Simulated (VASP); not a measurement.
HfB2, 3 atoms in the cell. Symmetry: P6/mmm, No. 191, hexagonal system. The conventional cell has a = 3.234 Å, b = 3.234 Å, c = 3.480 Å, α = 90.00°, β = 90.00°, γ = 120.00°. Within 3.4 Å of Hf (site symmetry 6/mmm) lie 12 B at 2.55 Å and 6 Hf at 3.23 Å. Within 2.5 Å of B (site symmetry -6m2) lie 3 B at 1.87 Å.  This cell differs from its parent crystal: equal xx and yy strain of +3 %.

| Quantity | Value |
| --- | --- |
| Program | VASP 6.6.1 |
| Task | single point |
| Functional | PBE |
| Potentials or basis | VASP PAW PBE potentials, release 64 (Hf_pv, B) |
| Cutoff | 500 eV |
| k mesh | 13 × 13 × 11 |
| Occupations | fermi-dirac, width 0.05 eV |
| Spin | no spin polarisation |
| Dipole correction | no |
| Further INCAR settings | ALGO = Normal; EDIFF = 1e-06; NBANDS = 15 |

Potentials or basis: VASP PAW PBE potentials, release 64 (Hf_pv, B).

Run with:

```sh
$ cat potpaw_PBE.64/Hf_pv/POTCAR potpaw_PBE.64/B/POTCAR > POTCAR
$ mpirun -np 1 vasp_std > vasp.out
```

Hardware: 1 thread of Intel Xeon 8259CL (shared host).

Estimate the wall time of this run.

It took 72 s on 1 thread of Intel Xeon 8259CL, on a shared host, peak memory 0.19 GiB. Counts: scf iterations 13, k points 126.
